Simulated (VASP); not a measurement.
The system is MgTeF6.

```
Mg Te F
1.0
     3.90911    0.00000    0.00000
     0.00000    3.90911    0.00000
     0.00000    0.00000    7.77439
Mg Te F
1 1 6
Direct
  0.00000 0.00000 0.00000
  0.00000 0.00000 0.50000
  0.50000 0.50000 0.00000
  0.50000 0.50000 0.50000
  0.50000 0.00000 0.24771
  0.50000 0.00000 0.75229
  0.00000 0.50000 0.24771
  0.00000 0.50000 0.75229
```

The cell was generated, and may not be a known phase.

- Program: VASP 6.6.1
- Task: relaxation of cell and atoms
- Functional: PBE
- Potentials or basis: VASP PAW PBE potentials, release 64 (Mg, Te, F)
- Cutoff: 600 eV
- k mesh: 4 × 4 × 2
- Occupations: gaussian, width 0.1 eV
- Spin: no spin polarisation

At the start: pressure -19.4 GPa; volume 14.85 Å³/atom.

Q: How do energy, volume and symmetry change on relaxing?

A: Over 9 steps the energy falls by 486.0 meV/atom and the volume is 10.70 Å³/atom (-28.0 %); space group P4/mmm (No. 123, to 0.1 Å) before and after.

Step by step:
| step | energy change (eV) | largest force (eV/Å) | pressure (GPa) | volume (Å³) |
| --- | --- | --- | --- | --- |
| 1 | 0.0000 | 1.1734 | -19.37 | 118.80 |
| 2 | -3.2170 | 1.2518 | -9.98 | 90.52 |
| 3 | -3.5735 | 0.9446 | 0.98 | 81.89 |
| 4 | -3.5726 | 0.9089 | 2.08 | 81.24 |
| 5 | -3.7366 | 0.4709 | 3.46 | 81.33 |
| 6 | -3.8057 | 0.0700 | 5.58 | 81.42 |
| 7 | -3.8820 | 0.1066 | -1.62 | 86.55 |
| 8 | -3.8853 | 0.0755 | -0.49 | 85.64 |
| 9 | -3.8882 | 0.0396 | -0.12 | 85.59 |

Final structure:
```
CELL_PARAMETERS angstrom
3.45632 0.00000 0.00000
0.00000 3.45632 0.00000
0.00000 0.00000 7.16428
ATOMIC_POSITIONS crystal
Mg 0.00000 0.00000 0.00000
Te 0.00000 0.00000 0.50000
F 0.50000 0.50000 0.00000
F 0.50000 0.50000 0.50000
F 0.50000 0.00000 0.27766
F 0.50000 0.00000 0.72234
F 0.00000 0.50000 0.27766
F 0.00000 0.50000 0.72234
```

Caveat: the volume moved by over 15 % at a fixed basis, so the end points are rough.
